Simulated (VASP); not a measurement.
A run of VASP 6.6.1 is set up as follows.

The input INCAR:

```
SYSTEM = Ti
  PREC = Accurate
  ENCUT = 520
  EDIFF = 1E-6
  ISMEAR = 0
  SIGMA = 0.15
  LREAL = .FALSE.
  LASPH = .TRUE.
  NELM = 60
  ALGO = Fast
  ISIF = 2
  LWAVE = .FALSE.
  LCHARG = .FALSE.
  GGA = PS
  NBANDS = 19
```

Contents of KPOINTS:

```
Automatic mesh
0
G
  18 18 10
  0 0 0
```

The input POSCAR:

```
Ti
1.0
    2.9499978604      0.0000000000      0.0000000000
   -1.4749989302      2.5547730882      0.0000000000
    0.0000000000      0.0000000000      4.6391400000
Ti
2
Direct
    0.3333333333      0.6666666667      0.2500000000
    0.6666666667      0.3333333333      0.7500000000
```

Potentials or basis: VASP PAW PBE potentials, release 64 (Ti_sv).

Launch:

```console
$ cat potpaw_PBE.64/Ti_sv/POTCAR > POTCAR
$ mpirun -np 1 vasp_std > vasp.out
```

Question: Predict the band gap on the k mesh.

Answer: Zero (bands 12 and 13 overlap by 1.08 eV).

Question: Estimate the pressure.

Answer: -5.4 GPa.

Stress tensor (GPa, compression positive):
```
-5.55  0.00  0.00
 0.00 -5.55  0.00
 0.00  0.00 -5.02
```

Caveat: the cell differs from its parent crystal (strain -0.0100 x Voigt [0, 0, 1, 0, 0, 0]); the cell stands under tension; the PAW data sets were made with another functional, which shifts forces and pressure a little.
